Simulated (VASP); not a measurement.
# Mg2ZnO3 (P-3m1) in VASP: settings compared

Mg2ZnO3 is run at these levels: PBEsol, r2SCAN; tasks: single point, relaxation of cell and atoms.

Everything below comes from runs of VASP 6.6.1. Logs are shortened: lines on timing, memory, paths and dates and some standing lists are left out, and cuts for length are marked.

### 1 The cell of the first run

It takes space group P-3m1 (No. 164, trigonal). The conventional cell has a = 2.997 Å, b = 2.997 Å, c = 7.307 Å, α = 90.00°, β = 90.00°, γ = 120.00°. Mg (site symmetry 3m) has 6 O at 2.10 to 2.11 Å within 2.8 Å. Within 2.8 Å of Zn (site symmetry -3m) lie 6 O at 2.14 Å. Within 2.8 Å of O (site symmetry 3m) lie 3 Mg at 2.10 Å and 3 Zn at 2.14 Å. Within 2.8 Å of O (site symmetry -3m) lie 6 Mg at 2.11 Å.

### 2 Single point, PBEsol

Input file INCAR:

```
SYSTEM = Mg2ZnO3
ALGO = Normal ; EDIFF = 1E-6
ENCUT = 520 ; GGA = PS
ISIF = 2 ; ISMEAR = -1
LASPH = .True. ; LCHARG = .False.
LREAL = .False. ; LWAVE = .False.
NBANDS = 26 ; NELM = 100
PREC = Accurate ; SIGMA = 0.02
```

Input file KPOINTS:

```
k-points
0
Gamma
  12 12 4
  0 0 0
```

Input file POSCAR:

```
Mg2ZnO3
1.0
    2.9968557509      0.0000000000      0.0000000000
   -1.4984278754      2.5953532118      0.0000000000
    0.0000000000      0.0000000000      7.3066922483
Mg Zn O
2 1 3
Direct
    0.3333333333      0.6666666667      0.6663172620
    0.6666666667      0.3333333333      0.3336827380
    0.0000000000      0.0000000000      0.0000000000
    0.3333333333      0.6666666667      0.1711951613
    0.6666666667      0.3333333333      0.8288048387
    0.0000000000      0.0000000000      0.5000000000
```

Potentials or basis: VASP PAW PBE potentials, release 64 (Mg, Zn, O).

Launch:

```console
> cat potpaw_PBE.64/Mg/POTCAR potpaw_PBE.64/Zn/POTCAR potpaw_PBE.64/O/POTCAR > POTCAR
> mpirun -np 1 vasp_std > vasp.out
```

OUTCAR:

```text
SYSTEM = Mg2ZnO3
   EDIFF = 1E-6
   ENCUT = 520
   GGA = PS
   ISIF = 2
   ISMEAR = -1
   LASPH = .True.
   LREAL = .False.
   NELM = 100
   PREC = Accurate

 ion  position               nearest neighbor table
   1  0.333  0.667  0.666-   5 2.10   5 2.10   5 2.10   6 2.11   6 2.11   6 2.11   2 2.98   2 2.98
                             2 2.98   3 2.99   3 2.99   3 2.99
   2  0.667  0.333  0.334-   4 2.10   4 2.10   4 2.10   6 2.11   6 2.11   6 2.11   1 2.98   1 2.98
                             1 2.98   3 2.99   3 2.99   3 2.99
   3  0.000  0.000  0.000-   4 2.14   5 2.14   5 2.14   4 2.14   5 2.14   4 2.14   1 2.99   2 2.99
                             1 2.99   2 2.99   2 2.99   1 2.99
   4  0.333  0.667  0.171-   2 2.10   2 2.10   2 2.10   3 2.14   3 2.14   3 2.14
   5  0.667  0.333  0.829-   1 2.10   1 2.10   1 2.10   3 2.14   3 2.14   3 2.14
   6  0.000  0.000  0.500-   1 2.11   2 2.11   2 2.11   1 2.11   2 2.11   1 2.11

  LATTYP: Found a hexagonal cell.
 ALAT       =     2.9968557509
 C/A-ratio  =     2.4381194344

  Lattice vectors:

 A1 = (   2.9968557509,   0.0000000000,   0.0000000000)
 A2 = (  -1.4984278754,   2.5953532118,   0.0000000000)
 A3 = (   0.0000000000,   0.0000000000,   7.3066922483)

Analysis of symmetry for initial positions (statically):
=====================================================================
 Subroutine PRICEL returns:
 Original cell was already a primitive cell.

 Routine SETGRP: Setting up the symmetry group for a
 hexagonal supercell.

 Subroutine GETGRP returns: Found 12 space group operations
 (whereof 12 operations were pure point group operations)
 out of a pool of 24 trial point group operations.

The static configuration has the point symmetry D_3d.

Analysis of symmetry for dynamics (positions and initial velocities):
=====================================================================
 Subroutine PRICEL returns:
 Original cell was already a primitive cell.

 Routine SETGRP: Setting up the symmetry group for a
 hexagonal supercell.

 Subroutine GETGRP returns: Found 12 space group operations
 (whereof 12 operations were pure point group operations)
 out of a pool of 24 trial point group operations.

The dynamic configuration has the point symmetry D_3d.

 Subroutine INISYM returns: Found 12 space group operations
 (whereof 12 operations are pure point group operations),
 and found     1 'primitive' translations

----------------------------------------------------------------------------------------

                                     Primitive cell

  volume of cell :      56.8307

  direct lattice vectors                    reciprocal lattice vectors
     2.996855751  0.000000000  0.000000000     0.333683061  0.192652005  0.000000000
    -1.498427875  2.595353212  0.000000000     0.000000000  0.385304010  0.000000000
     0.000000000  0.000000000  7.306692248     0.000000000  0.000000000  0.136860835

  length of vectors
     2.996855751  2.996855751  7.306692248     0.385304010  0.385304010  0.136860835

  position of ions in fractional coordinates (direct lattice)
     0.333333333  0.666666667  0.666317262
     0.666666667  0.333333333  0.333682738
     0.000000000  0.000000000  0.000000000
     0.333333333  0.666666667  0.171195161
     0.666666667  0.333333333  0.828804839
     0.000000000  0.000000000  0.500000000

  ion indices of the primitive-cell ions
   primitive index   ion index
                 1           1
                 2           2
                 3           3
                 4           4
                 5           5
                 6           6

----------------------------------------------------------------------------------------

 KPOINTS: k-points

Automatic generation of k-mesh.
 Grid dimensions read from file:
 generate k-points for:   12   12    4

 Generating k-lattice:

  Cartesian coordinates                     Fractional coordinates (reciprocal lattice)
     0.027806922  0.016054334  0.000000000     0.083333333  0.000000000  0.000000000
     0.000000000  0.032108668  0.000000000     0.000000000  0.083333333  0.000000000
     0.000000000  0.000000000  0.034215209     0.000000000  0.000000000  0.250000000

  Length of vectors
     0.032108668  0.032108668  0.034215209

  Shift w.r.t. Gamma in fractional coordinates (k-lattice)
     0.000000000  0.000000000  0.000000000

 Subroutine IBZKPT returns following result:
 ===========================================

 Found     69 irreducible k-points:

 Following reciprocal coordinates:
            Coordinates               Weight
  0.000000  0.000000  0.000000      1.000000
  0.083333  0.000000  0.000000      6.000000
  0.166667  0.000000  0.000000      6.000000
  0.250000 -0.000000  0.000000      6.000000
  0.333333  0.000000  0.000000      6.000000
  0.416667 -0.000000  0.000000      6.000000
[... 16 lines left out ...]
  0.166667  0.000000  0.250000      6.000000
  0.000000  0.166667  0.250000      6.000000
 [... further k-points ...]
   k-points           NKPTS =     69   k-points in BZ     NKDIM =     69   number of bands    NBANDS=     26
   number of dos      NEDOS =    301   number of ions     NIONS =      6
   total plane-waves  NPLWV =  31104
   dimension x,y,z NGX =    24 NGY =   24 NGZ =   54
   dimension x,y,z NGXF=    48 NGYF=   48 NGZF=  108
   ions per type =               2   1   3
   NGX,Y,Z   is equivalent  to a cutoff of  13.31, 13.31, 12.29 a.u.
   NGXF,Y,Z  is equivalent  to a cutoff of  26.63, 26.63, 24.57 a.u.
 SYSTEM =  Mg2ZnO3
   PREC   = accura    normal or accurate (medium, high low for compatibility)
   ISTART =      0    job   : 0-new  1-cont  2-samecut
   ICHARG =      2    charge: 1-file 2-atom 10-const
   ISPIN  =      1    spin polarized calculation?
   LNONCOLLINEAR =      F non collinear calculations
   LSORBIT =      F    spin-orbit coupling
   LASPH  =      T    aspherical Exc in radial PAW
   ENCUT  =  520.0 eV  38.22 Ry    6.18 a.u.   5.57  5.57 13.59*2*pi/ulx,y,z
   NELM   =    100;   NELMIN=  2; NELMDL= -5     # of ELM steps
   EDIFF  = 0.1E-05   stopping-criterion for ELM
   LREAL  =      F    real-space projection
   EDIFFG = 0.1E-04   stopping-criterion for IOM
   NSW    =      0    number of steps for IOM
   IBRION =     -1    ionic relax: 0-MD 1-quasi-New 2-CG
   NFREE  =      0    steps in history (QN), initial steepest desc. (CG)
   ISIF   =      2    stress and relaxation
   ISYM   =      2    0-nonsym 1-usesym 2-fastsym
   POTIM  = 0.5000    time-step for ionic-motion
   TEBEG  =    0.0;   TEEND  =   0.0 temperature during run
   PSTRESS=    0.0 pullay stress
   NELECT =      34.0000    total number of electrons
   NUPDOWN=      -1.0000    fix difference up-down
   EMIN   =  10.00;   EMAX   =-10.00  energy-range for DOS
   EFERMI =   0.00;   METHOD = LEGACY
   ISMEAR =    -1;   SIGMA  =   0.02  broadening in eV -4-tet -1-fermi 0-gaus
   EFERMI_NEDOS =   21; number of points for ismear=-14 and -15
   IALGO  =     38    algorithm
   IMIX   =      4    mixing-type and parameters
     AMIX     =   0.40;   BMIX     =  1.00
     AMIX_MAG =   1.60;   BMIX_MAG =  1.00
  volume/ion in A,a.u.               =       9.47        63.92
  Fermi-wavevector in a.u.,A,eV,Ry     =   1.379453  2.606787 25.890381  1.902889
  Thomas-Fermi vector in A             =   2.504421
   LORBIT       =      0    0 simple, 1 ext, 2 COOP (PROOUT), +10 PAW based schemes
   GGA     = PS    functional components
   LHFCALC =     F    Hartree Fock is set to
   AEXX    =    0.0000 exact exchange contribution
   IVDW    =     0    specifies the selected vdW correction
   LEPSILON=     F    determine dielectric tensor
   LRPA    =     F    only Hartree local field effects (RPA)
 non-spin polarized calculation
  energy-cutoff  :      520.00
  volume of cell :       56.83
 maximum number of plane-waves:      1563
 NGX is ok and might be reduce to    24
   NGX = 11   NGY = 11   NGZ = 27

 number of electron      34.0000010 magnetization

 Free energy of the ion-electron system (eV)
  ---------------------------------------------------
  ext. energy  EPLUGINS =         0.00000000
  ---------------------------------------------------
  free energy    TOTEN  =       -34.52369482 eV

  energy without entropy =      -34.52369482  energy(sigma->0) =      -34.52369482

 E-fermi :   3.4524     XC(G=0): -11.7432

 val. band max:        3.0161799517   @ k =   0.0000   0.0000   0.5000
 cond. band min:       6.0579707960   @ k =   0.0000   0.0000   0.0000
 fundamental gap:      3.0417908443
 Fermi energy:         3.4523796127

 k-point     1 :       0.0000    0.0000    0.0000
  band No.  band energies     occupation
      1     -14.7832      2.00000
      2     -13.8781      2.00000
      3     -13.6597      2.00000
      4      -2.6938      2.00000
      5      -1.7563      2.00000
      6      -1.7563      2.00000
[... 18 lines left out ...]
     25      18.6002      0.00000
     26      18.6002      0.00000

 k-point     2 :       0.0833    0.0000    0.0000
  band No.  band energies     occupation
      1     -14.7150      2.00000
      2     -13.8414      2.00000
      3     -13.6191      2.00000
      4      -2.6198      2.00000
      5      -1.8894      2.00000
      6      -1.7309      2.00000
[... 18 lines left out ...]
     25      17.7873      0.00000
     26      18.5648      0.00000

 k-point     3 :       0.1667    0.0000    0.0000
  band No.  band energies     occupation
      1     -14.5205      2.00000
      2     -13.7404      2.00000
      3     -13.5073      2.00000
      4      -2.4218      2.00000
      5      -2.0921      2.00000
      6      -1.6715      2.00000
[... 572 lines left out ...]
 k-point    23 :       0.1667    0.0000    0.2500
  band No.  band energies     occupation
      1     -14.4578      2.00000
      2     -13.9463      2.00000
      3     -13.3595      2.00000
      4      -2.5836      2.00000
      5      -1.9810      2.00000
      6      -1.6719      2.00000
[... 18 lines left out ...]
     25      17.5520      0.00000
     26      17.8104      0.00000

 k-point    24 :       0.0000    0.1667    0.2500
  band No.  band energies     occupation
      1     -14.4589      2.00000
      2     -13.9437      2.00000
      3     -13.3609      2.00000
      4      -2.5683      2.00000
      5      -2.0157      2.00000
      6      -1.6723      2.00000
[... 18 lines left out ...]
     25      17.4924      0.00000
     26      17.8429      0.00000

 [... further k-points ...]
[... 5 lines left out ...]
  --------------------------------------------------------------------------------------
  -------------------------------------------------------------------------------------
  Total        0.0200664      0.0200664      0.0139535      0.0000000      0.0000000     -0.0000000
  in kB        0.5657146      0.5657146      0.3933795      0.0000000      0.0000000     -0.0000000
  external PRESSURE =       0.5082696 kB  Pullay stress =       0.0000000 kB

 VOLUME and BASIS-vectors are now :
 -----------------------------------------------------------------------------
  energy-cutoff  :      520.00
  volume of cell :       56.83
      direct lattice vectors                 reciprocal lattice vectors
     2.996855751  0.000000000  0.000000000     0.333683061  0.192652005  0.000000000
    -1.498427875  2.595353212  0.000000000     0.000000000  0.385304010  0.000000000
     0.000000000  0.000000000  7.306692248     0.000000000  0.000000000  0.136860835

 POSITION                                       TOTAL-FORCE (eV/Angst)
 -----------------------------------------------------------------------------------
     -0.00000      1.73024      4.86858         0.000000      0.000000     -0.002767
      1.49843      0.86512      2.43812         0.000000     -0.000000      0.002767
      0.00000      0.00000      0.00000         0.000000      0.000000      0.000000
     -0.00000      1.73024      1.25087         0.000000     -0.000000      0.074033
      1.49843      0.86512      6.05582        -0.000000      0.000000     -0.074033
      0.00000      0.00000      3.65335         0.000000      0.000000      0.000000
 -----------------------------------------------------------------------------------
    total drift:                               -0.000000      0.000000      0.000000

  FREE ENERGIE OF THE ION-ELECTRON SYSTEM (eV)
  ---------------------------------------------------
  free  energy   TOTEN  =       -34.5236948243 eV

  energy  without entropy=      -34.5236948243  energy(sigma->0) =      -34.52369482
```

It took 50 s on 1 thread of AMD EPYC 9R45 (Zen 5), shared host; peak memory 0.22 GiB.

What came out:

```
Free energy            : -34.5237 eV
Pressure               : 0.1 GPa
Largest force          : 0.074 eV/Å
Band gap on the k mesh : 3.04 eV (least direct gap 3.13 eV)
```

Forces on the atoms (eV/Å):
```
Mg   0.000  0.000 -0.003
Mg   0.000  0.000  0.003
Zn   0.000  0.000  0.000
O    0.000  0.000  0.074
O    0.000  0.000 -0.074
O    0.000  0.000  0.000
```

Caveat: the PAW data sets were made with another functional, which shifts forces and pressure a little. A k mesh can miss the band edges.

### 3 Single point, r2SCAN

This run uses another cell than the first one, of 9.44 Å³/atom.

Input file POSCAR:

```
Mg2ZnO3
1.0
    2.9912043486      0.0000000000      0.0000000000
   -1.4956021743      2.5904589538      0.0000000000
    0.0000000000      0.0000000000      7.3061051333
Mg Zn O
2 1 3
Direct
    0.3333333333      0.6666666667      0.6659208988
    0.6666666667      0.3333333333      0.3340791012
    0.0000000000      0.0000000000      0.0000000000
    0.3333333333      0.6666666667      0.1717360260
    0.6666666667      0.3333333333      0.8282639740
    0.0000000000      0.0000000000      0.5000000000
```

Input file INCAR.step1:

```
PREC     = Accurate       # precision mode
ENCUT    = 520            # plane-wave cutoff, eV
ISMEAR   = -1             # smearing method
SIGMA    = 0.02           # smearing width, eV
LREAL    = F              # projectors in reciprocal space
LASPH    = T              # aspherical terms in the spheres
NELM     = 80             # most SCF steps
NBANDS   = 26             # bands
GGA      = PE             # functional
ALGO     = Normal         # electronic algorithm
EDIFF    = 1E-4           # SCF threshold, eV
LWAVE    = T              # write WAVECAR
LCHARG   = F              # write CHGCAR
```

Input file INCAR.step2:

```
PREC     = Accurate       # precision mode
ENCUT    = 520            # plane-wave cutoff, eV
EDIFF    = 1E-6           # SCF threshold, eV
ISMEAR   = -1             # smearing method
SIGMA    = 0.02           # smearing width, eV
LREAL    = F              # projectors in reciprocal space
LASPH    = T              # aspherical terms in the spheres
NELM     = 80             # most SCF steps
ALGO     = Normal         # electronic algorithm
ISIF     = 2              # what is computed and relaxed
LWAVE    = F              # write WAVECAR
LCHARG   = F              # write CHGCAR
METAGGA  = R2SCAN         # meta-GGA
LMIXTAU  = T            
NBANDS   = 26             # bands
ISTART   = 1
```

Input file KPOINTS:

```
regular mesh
0
Gamma
  12 12 4
```

Potentials or basis: VASP PAW PBE potentials, release 64 (Mg, Zn, O).

Launch:

```console
> cat potpaw_PBE.64/Mg/POTCAR potpaw_PBE.64/Zn/POTCAR potpaw_PBE.64/O/POTCAR > POTCAR
> cp INCAR.step1 INCAR
> mpirun -np 1 vasp_std > vasp.out
> cp INCAR.step2 INCAR
> mpirun -np 1 vasp_std > vasp.out
```

Wall time 3.1 min (1 thread of AMD EPYC 9R45 (Zen 5), shared host); peak memory 0.22 GiB.

Results (log left out):

| Property | Result |
| --- | --- |
| Free energy | -50.2743 eV |
| Pressure | -0.3 GPa |
| Largest force | 0.104 eV/Å |
| Band gap on the k mesh | 3.87 eV (least direct gap 3.96 eV) |

Forces in eV/Å, atoms in the order of the input:
```
Mg   0.000  0.000 -0.006
Mg   0.000  0.000  0.006
Zn   0.000  0.000  0.000
O    0.000  0.000  0.104
O    0.000  0.000 -0.104
O    0.000  0.000  0.000
```

Stress tensor (GPa, compression positive):
```
-0.32  0.00  0.00
 0.00 -0.32  0.00
 0.00  0.00 -0.21
```

Levels at points of the mesh, in eV from the valence-band top:
```tsv
k point	band 15	band 16	band 17	band 18	band 19	band 20
(0.00, 0.00, 0.00)	-0.54	-0.08	-0.08	3.87	7.34	7.69
(0.50, 0.00, 0.00)	-1.32	-0.72	-0.36	7.60	8.45	9.68
(0.00, 0.00, 0.50)	-0.83	0.00	0.00	4.89	6.30	7.87
(0.50, 0.00, 0.50)	-1.49	-0.29	-0.26	7.68	7.82	10.10
```

Caveat: the PAW data sets were made with another functional, which shifts forces and pressure a little. A k mesh can miss the band edges.

[end of part 1 of 2]
